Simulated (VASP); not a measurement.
Runs of VASP 6.6.1 on BaZrO3. The structure is that of space group Pm-3m (No. 221), or close to it. The cells are those of the table. 

| potentials or basis | cell | cutoff (eV) | second run | gap on the mesh (eV) | pressure (GPa) |
| --- | --- | --- | --- | --- | --- |
| VASP PAW PBE potentials, release 64 (Ba_sv, Zr_sv, O) | a = 4.192 Å, angles 90.0, 90.0, 91.1°, 5 atoms | 520 | - | 3.10 | 5.1 |
| VASP PAW PBE potentials, release 64 (Ba_sv, Zr_sv, O_h) | a = 4.191 Å, 5 atoms | 910 | hard_potentials | 3.19 | 4.8 |
| VASP PAW PBE potentials, release 64 (Ba_sv, Zr_sv, O) | a = 4.192 Å, angles 90.0, 90.0, 88.9°, 5 atoms | 520 | - | 3.10 | 5.1 |
| VASP PAW PBE potentials, release 64 (Ba_sv, Zr_sv, O) | a = 4.191 Å, 5 atoms | 520 | - | 3.19 | 5.1 |
| VASP PAW PBE potentials, release 64 (Ba_sv, Zr_sv, O) | a = 4.191 Å, angles 90.0, 90.0, 89.4°, 5 atoms | 520 | - | (a) | 5.1 |

Alike in all rows: task single point; level PBE; no spin polarisation; k mesh 6 × 6 × 6; smearing gaussian 0.05 eV.

Question: Estimate the missing entries.

Answer: (a) 3.15.

Caveats: spin-orbit coupling is left out, which moves the levels of the heavy elements; the cutoff is under 1.25 times the usual one of these potentials, so pressure, stress and relaxed cells hold a basis-set (Pulay) error (some runs).

A k mesh can miss the band edges, and the runs leave out spin-orbit coupling on Ba, Zr.
